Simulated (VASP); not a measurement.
# ZnS (F-43m) in VASP: single point with PBE

Aim: the single point of ZnS with PBE.

Program: VASP 6.6.1. These are calculated values, not measurements. Logs are shortened: lines on timing, memory, paths and dates and some standing lists are left out, and cuts for length are marked.

## 1. The cell of the first run

Symmetry: F-43m, No. 216, cubic system. The conventional cell has a = 5.404 Å, b = 5.404 Å, c = 5.404 Å, α = 90.00°, β = 90.00°, γ = 90.00°. Within 3.1 Å of Zn (site symmetry -43m) lie 4 S at 2.34 Å. Within 3.1 Å of S (site symmetry -43m) lie 4 Zn at 2.34 Å.

## 2. Single point, PBE

File INCAR:

```
ALGO     = Normal         # electronic algorithm
EDIFF    = 1E-6           # SCF threshold, eV
ENCUT    = 520            # plane-wave cutoff, eV
GGA      = PE             # functional
ISIF     = 2              # what is computed and relaxed
ISMEAR   = 0              # smearing method
LASPH    = True           # aspherical terms in the spheres
LCHARG   = False          # write CHGCAR
LREAL    = False          # projectors in reciprocal space
LWAVE    = False          # write WAVECAR
NBANDS   = 16             # bands
NELM     = 80             # most SCF steps
PREC     = Accurate       # precision mode
SIGMA    = 0.01           # smearing width, eV
```

File KPOINTS:

```
k-points
0
Gamma
  4 4 4
```

File POSCAR:

```
ZnS
1.0
    3.8212050000      0.0000000000      0.0000000000
    1.9106025000      3.3092606031      0.0000000000
    1.9106025000      1.1030868677      3.1200008175
Zn S
1 1
Direct
    0.2500000000      0.2500000000      0.2500000000
    0.0000000000      0.0000000000      0.0000000000
```

Potentials or basis: VASP PAW PBE potentials, release 64 (Zn, S).

On the command line:

```bash
$ cat potpaw_PBE.64/Zn/POTCAR potpaw_PBE.64/S/POTCAR > POTCAR
$ mpirun -np 1 vasp_std > vasp.out
```

OUTCAR:

```text
EDIFF = 1E-6
   ENCUT = 520
   GGA = PE
   ISIF = 2
   ISMEAR = 0
   LASPH = True
   LREAL = False
   NELM = 80
   PREC = Accurate

 ion  position               nearest neighbor table
   1  0.250  0.250  0.250-   2 2.34   2 2.34   2 2.34   2 2.34
   2  0.000  0.000  0.000-   1 2.34   1 2.34   1 2.34   1 2.34

  LATTYP: Found a face centered cubic cell.
 ALAT       =     5.4039999356

  Lattice vectors:

 A1 = (   3.8212050000,   0.0000000000,   0.0000000000)
 A2 = (   1.9106025000,   3.3092606031,   0.0000000000)
 A3 = (   1.9106025000,   1.1030868677,   3.1200008175)

Analysis of symmetry for initial positions (statically):
=====================================================================
 Subroutine PRICEL returns:
 Original cell was already a primitive cell.

 Routine SETGRP: Setting up the symmetry group for a
 face centered cubic supercell.

 Subroutine GETGRP returns: Found 24 space group operations
 (whereof 24 operations were pure point group operations)
 out of a pool of 48 trial point group operations.

The static configuration has the point symmetry T_d .

Analysis of symmetry for dynamics (positions and initial velocities):
=====================================================================
 Subroutine PRICEL returns:
 Original cell was already a primitive cell.

 Routine SETGRP: Setting up the symmetry group for a
 face centered cubic supercell.

 Subroutine GETGRP returns: Found 24 space group operations
 (whereof 24 operations were pure point group operations)
 out of a pool of 48 trial point group operations.

The dynamic configuration has the point symmetry T_d .

 Subroutine INISYM returns: Found 24 space group operations
 (whereof 24 operations are pure point group operations),
 and found     1 'primitive' translations

----------------------------------------------------------------------------------------

                                     Primitive cell

  volume of cell :      39.4535

  direct lattice vectors                    reciprocal lattice vectors
     3.821205000  0.000000000  0.000000000     0.261697554 -0.151091153 -0.106837579
     1.910602500  3.309260603  0.000000000     0.000000000  0.302182306 -0.106837579
     1.910602500  1.103086868  3.120000817     0.000000000  0.000000000  0.320512737

  length of vectors
     3.821205000  3.821205000  3.821205000     0.320512737  0.320512737  0.320512737

  position of ions in fractional coordinates (direct lattice)
     0.250000000  0.250000000  0.250000000
     0.000000000  0.000000000  0.000000000

  ion indices of the primitive-cell ions
   primitive index   ion index
                 1           1
                 2           2

----------------------------------------------------------------------------------------

 KPOINTS: k-points

Automatic generation of k-mesh.
 Grid dimensions read from file:
 generate k-points for:    4    4    4

 Generating k-lattice:

  Cartesian coordinates                     Fractional coordinates (reciprocal lattice)
     0.065424388 -0.037772788 -0.026709395     0.250000000 -0.000000000 -0.000000000
     0.000000000  0.075545576 -0.026709395     0.000000000  0.250000000  0.000000000
     0.000000000  0.000000000  0.080128184     0.000000000  0.000000000  0.250000000

  Length of vectors
     0.080128184  0.080128184  0.080128184

  Shift w.r.t. Gamma in fractional coordinates (k-lattice)
     0.000000000  0.000000000  0.000000000

 Subroutine IBZKPT returns following result:
 ===========================================

 Found      8 irreducible k-points:

 Following reciprocal coordinates:
            Coordinates               Weight
  0.000000  0.000000  0.000000      1.000000
  0.250000  0.000000  0.000000      8.000000
  0.500000  0.000000  0.000000      4.000000
  0.250000  0.250000  0.000000      6.000000
  0.500000  0.250000  0.000000     24.000000
 -0.250000  0.250000  0.000000     12.000000
  0.500000  0.500000  0.000000      3.000000
 -0.250000  0.500000  0.250000      6.000000
   k-points           NKPTS =      8   k-points in BZ     NKDIM =      8   number of bands    NBANDS=     16
   number of dos      NEDOS =    301   number of ions     NIONS =      2
   total plane-waves  NPLWV =  21952
   dimension x,y,z NGX =    28 NGY =   28 NGZ =   28
   dimension x,y,z NGXF=    56 NGYF=   56 NGZF=   56
   ions per type =               1   1
   NGX,Y,Z   is equivalent  to a cutoff of  12.18, 12.18, 12.18 a.u.
   NGXF,Y,Z  is equivalent  to a cutoff of  24.36, 24.36, 24.36 a.u.
 SYSTEM =  unknown system
   PREC   = accura    normal or accurate (medium, high low for compatibility)
   ISTART =      0    job   : 0-new  1-cont  2-samecut
   ICHARG =      2    charge: 1-file 2-atom 10-const
   ISPIN  =      1    spin polarized calculation?
   LNONCOLLINEAR =      F non collinear calculations
   LSORBIT =      F    spin-orbit coupling
   LASPH  =      T    aspherical Exc in radial PAW
   ENCUT  =  520.0 eV  38.22 Ry    6.18 a.u.   7.10  7.10  7.10*2*pi/ulx,y,z
   NELM   =     80;   NELMIN=  2; NELMDL= -5     # of ELM steps
   EDIFF  = 0.1E-05   stopping-criterion for ELM
   LREAL  =      F    real-space projection
[... 7 lines left out ...]
   TEBEG  =    0.0;   TEEND  =   0.0 temperature during run
   PSTRESS=    0.0 pullay stress
   NELECT =      18.0000    total number of electrons
   NUPDOWN=      -1.0000    fix difference up-down
   EMIN   =  10.00;   EMAX   =-10.00  energy-range for DOS
   EFERMI =   0.00;   METHOD = LEGACY
   ISMEAR =     0;   SIGMA  =   0.01  broadening in eV -4-tet -1-fermi 0-gaus
   EFERMI_NEDOS =   21; number of points for ismear=-14 and -15
   IALGO  =     38    algorithm
   IMIX   =      4    mixing-type and parameters
     AMIX     =   0.40;   BMIX     =  1.00
     AMIX_MAG =   1.60;   BMIX_MAG =  1.00
  volume/ion in A,a.u.               =      19.73       133.12
  Fermi-wavevector in a.u.,A,eV,Ry     =   1.260290  2.381602 21.610537  1.588330
  Thomas-Fermi vector in A             =   2.393807
   LORBIT       =      0    0 simple, 1 ext, 2 COOP (PROOUT), +10 PAW based schemes
   GGA     = PE    functional components
   LHFCALC =     F    Hartree Fock is set to
   AEXX    =    0.0000 exact exchange contribution
   IVDW    =     0    specifies the selected vdW correction
   LEPSILON=     F    determine dielectric tensor
   LRPA    =     F    only Hartree local field effects (RPA)
 non-spin polarized calculation
 Gauss-broadening in eV      SIGMA  =   0.01
  energy-cutoff  :      520.00
  volume of cell :       39.45
 maximum number of plane-waves:      1068
   NGX = 15   NGY = 15   NGZ = 15

 number of electron      18.0000000 magnetization

 Free energy of the ion-electron system (eV)
  ---------------------------------------------------
  ext. energy  EPLUGINS =         0.00000000
  ---------------------------------------------------
  free energy    TOTEN  =        -6.80042220 eV

  energy without entropy =       -6.80042220  energy(sigma->0) =       -6.80042220

 E-fermi :   2.2102     XC(G=0):  -9.6196

 val. band max:        2.1323766613   @ k =   0.0000   0.0000   0.0000
 cond. band min:       4.2367882873   @ k =   0.0000   0.0000   0.0000
 fundamental gap:      2.1044116260
 Fermi energy:         2.2102293702

 k-point     1 :       0.0000    0.0000    0.0000
  band No.  band energies     occupation
      1     -11.0066      2.00000
      2      -4.2287      2.00000
      3      -4.2287      2.00000
      4      -4.2287      2.00000
      5      -3.7335      2.00000
      6      -3.7335      2.00000
[... 8 lines left out ...]
     15      13.8828      0.00000
     16      13.9909      0.00000

 k-point     2 :       0.2500    0.0000    0.0000
  band No.  band energies     occupation
      1     -10.5837      2.00000
      2      -4.1794      2.00000
      3      -4.1618      2.00000
      4      -4.1618      2.00000
      5      -3.7319      2.00000
      6      -3.7319      2.00000
[... 8 lines left out ...]
     15      13.0913      0.00000
     16      14.3273      0.00000

 k-point     3 :       0.5000    0.0000    0.0000
  band No.  band energies     occupation
      1     -10.0765      2.00000
      2      -4.1141      2.00000
      3      -4.1141      2.00000
      4      -3.7031      2.00000
      5      -3.7031      2.00000
      6      -3.5294      2.00000
[... 8 lines left out ...]
     15      15.5309      0.00000
     16      15.5309      0.00000

 k-point     4 :       0.2500    0.2500    0.0000
  band No.  band energies     occupation
      1     -10.4421      2.00000
      2      -4.2762      2.00000
      3      -4.0826      2.00000
      4      -4.0825      2.00000
      5      -3.7729      2.00000
      6      -3.6958      2.00000
[... 8 lines left out ...]
     15      14.6534      0.00000
     16      17.9196      0.00000

 k-point     5 :       0.5000    0.2500    0.0000
  band No.  band energies     occupation
      1      -9.9320      2.00000
      2      -4.1451      2.00000
      3      -4.0030      2.00000
      4      -3.8907      2.00000
      5      -3.6899      2.00000
      6      -3.5669      2.00000
[... 8 lines left out ...]
     15      15.6511      0.00000
     16      16.9771      0.00000

 k-point     6 :      -0.2500    0.2500    0.0000
  band No.  band energies     occupation
      1     -10.1031      2.00000
      2      -4.1057      2.00000
      3      -4.0720      2.00000
      4      -3.9475      2.00000
      5      -3.7483      2.00000
      6      -3.6714      2.00000
[... 8 lines left out ...]
     15      15.3840      0.00000
     16      16.7612      0.00000

 k-point     7 :       0.5000    0.5000    0.0000
  band No.  band energies     occupation
      1      -9.7634      2.00000
      2      -4.2539      2.00000
      3      -3.8868      2.00000
      4      -3.8868      2.00000
      5      -3.6582      2.00000
      6      -3.5156      2.00000
[... 8 lines left out ...]
     15      15.8403      0.00000
     16      16.6674      0.00000

 k-point     8 :      -0.2500    0.5000    0.2500
  band No.  band energies     occupation
      1      -9.7575      2.00000
      2      -4.0960      2.00000
      3      -3.9483      2.00000
      4      -3.7910      2.00000
      5      -3.7704      2.00000
      6      -3.3320      2.00000
[... 8 lines left out ...]
     15      16.0509      0.00000
     16      17.0066      0.00000

------------------------ aborting loop because EDIFF is reached ----------------------------------------

  FORCE on cell =-STRESS in cart. coord.  units (eV):
  Direction    XX          YY          ZZ          XY          YZ          ZX
  --------------------------------------------------------------------------------------
  -------------------------------------------------------------------------------------
  Total        0.5072504      0.5072504      0.5072504      0.0000000      0.0000000      0.0000000
  in kB       20.5990405     20.5990405     20.5990405      0.0000000      0.0000000      0.0000000
  external PRESSURE =      20.5990405 kB  Pullay stress =       0.0000000 kB

 VOLUME and BASIS-vectors are now :
 -----------------------------------------------------------------------------
  energy-cutoff  :      520.00
  volume of cell :       39.45
      direct lattice vectors                 reciprocal lattice vectors
     3.821205000  0.000000000  0.000000000     0.261697554 -0.151091153 -0.106837579
     1.910602500  3.309260603  0.000000000     0.000000000  0.302182306 -0.106837579
     1.910602500  1.103086868  3.120000817     0.000000000  0.000000000  0.320512737

 POSITION                                       TOTAL-FORCE (eV/Angst)
 -----------------------------------------------------------------------------------
      1.91060      1.10309      0.78000         0.000000      0.000000     -0.000000
      0.00000      0.00000      0.00000        -0.000000     -0.000000      0.000000
 -----------------------------------------------------------------------------------
    total drift:                               -0.000001     -0.000000     -0.000000

  FREE ENERGIE OF THE ION-ELECTRON SYSTEM (eV)
  ---------------------------------------------------
  free  energy   TOTEN  =        -6.8004221965 eV

  energy  without entropy=       -6.8004221965  energy(sigma->0) =       -6.80042220
```

Run time: 12 s. Hardware: 1 thread of AMD EPYC 7R13, shared host; peak memory 0.12 GiB.

What came out:

- Free energy: -6.8004 eV
- Pressure: 2.1 GPa
- Band gap on the k mesh: 2.10 eV, direct

Caveat: the k points lie up to 0.50 Å⁻¹ apart. PBE gaps usually lie below the measured ones, often by a third to a half.
